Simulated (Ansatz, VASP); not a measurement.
## Ta: VASP beside Ansatz

The input INCAR:

```
PREC = Accurate ; ENCUT = 520
EDIFF = 1E-7 ; ISMEAR = 0
SIGMA = 0.05 ; LREAL = False
LASPH = True ; NELM = 150
ALGO = Normal ; ISIF = 2
LWAVE = False ; LCHARG = True
LNONCOLLINEAR = True ; MAGMOM = 0 0 0
LORBIT = 11 ; LSORBIT = True
GGA_COMPAT = False ; LORBMOM = True
LMAXMIX = 4 ; GGA = PS
LVHAR = True ; NBANDS = 22
```

File KPOINTS:

```
regular mesh
0
Gamma
  22 22 22
```

POSCAR

```
Ta
1.0
   -1.5326526329      1.5326526329      1.5326526329
    1.5326526329     -1.5326526329      1.5326526329
    1.5326526329      1.5326526329     -1.5326526329
Ta
1
Direct
    0.0000000000      0.0000000000      0.0000000000
```

Input for Ansatz:

```yaml
crystal:
  lattice:
    - [-1.5326526329, 1.5326526329, 1.5326526329]
    - [1.5326526329, -1.5326526329, 1.5326526329]
    - [1.5326526329, 1.5326526329, -1.5326526329]
  atoms:
    - { symbol: Ta, position: [0.0, 0.0, 0.0] }
scf:
  occupations: { method: gaussian, width: 0.05 }
output:
  forces: true
  stress: true
  eigenvalues: true
hamiltonian:
  xc: pbesol
magnetization:
  noncollinear: true
  spin_orbit: true
basis:
  ecutwfc: 450
kpoints:
  mp_grid: { grid: [22, 22, 22] }
```

Alike in both runs: task single point; functional PBEsol; k mesh 22 × 22 × 22; occupations gaussian, width 0.05 eV; non-collinear spin, spin-orbit coupling.

|  | VASP | Ansatz |
| --- | --- | --- |
| version | VASP 6.6.1 | Ansatz 0.2.0 |
| potentials or method | VASP PAW PBE potentials, release 64 (Ta_pv), cutoff 520 eV | plane waves, PAW |
| valence electrons in the cell | 11 | 13 |

```csv
,VASP,Ansatz,Ansatz less VASP
net moment per atom (μB),0.00,0.00,0.000
```

VASP's potentials were made for PBE, not for PBEsol. VASP's potentials hold 11 valence electrons a cell and Ansatz's 13, so a difference there can come from the potentials and not from the codes.
